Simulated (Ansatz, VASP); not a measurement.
# One calculation of Sr, two programs

The input INCAR:

```
SYSTEM = Sr
PREC = Accurate
ENCUT = 520
EDIFF = 1E-6
ISMEAR = -1
SIGMA = 0.05
LREAL = .FALSE.
LASPH = .TRUE.
NELM = 150
ALGO = Fast
ISIF = 2
LWAVE = .FALSE.
LCHARG = .FALSE.
MAGMOM = 0.354 0.354 0
LORBIT = 11
LSORBIT = .TRUE.
GGA_COMPAT = .FALSE.
LORBMOM = .TRUE.
GGA = PE
NBANDS = 21
```

Contents of KPOINTS:

```
Automatic mesh
0
G
  8 8 8
  0 0 0
```

File POSCAR:

```
Sr
1.0
    0.0000000000      3.0423500000      3.0423500000
    3.0423500000      0.0000000000      3.0423500000
    3.0423500000      3.0423500000      0.0000000000
Sr
1
Direct
    0.0000000000      0.0000000000      0.0000000000
```

File input.yaml:

```yaml
crystal:
  lattice:
    - [0.0, 3.04235, 3.04235]
    - [3.04235, 0.0, 3.04235]
    - [3.04235, 3.04235, 0.0]
  atoms:
    - { symbol: Sr, position: [0.0, 0.0, 0.0], spin: 0.501, spin_axis: [0.354, 0.354, 0.0] }
hamiltonian:
  xc: pbe
  pseudopotentials: { kind: nc_fr, accuracy: standard, xc_functional: pbesol }
magnetization:
  noncollinear: true
  spin_orbit: true
kpoints:
  mp_grid: { grid: [8, 8, 8] }
scf:
  occupations: { method: fermi_dirac, width: 0.05 }
  initial_density: { chi_scale: 0.3 }
output:
  forces: true
  stress: true
  eigenvalues: true
  bader: false
  populations: true
```

Alike in both runs: functional PBE; k mesh 8 × 8 × 8; occupations fermi-dirac, width 0.05 eV; non-collinear spin, spin-orbit coupling.

|  | VASP | Ansatz |
| --- | --- | --- |
| version | VASP 6.6.1 | Ansatz 0.2.0 |
| potentials or method | VASP PAW PBE potentials, release 64 (Sr_sv) | PseudoDojo standard (PBEsol files) |
| plane-wave cutoff (eV) | 520 | 925 |
| valence electrons in the cell | 10 | 10 |
| task | single point | atomic charges |

|  | VASP | Ansatz | Ansatz less VASP |
| --- | --- | --- | --- |
| pressure (GPa) | -0.3 | -0.3 | 0.00 |
| net moment per atom (μB) | 0.00 | 0.00 | 0.000 |
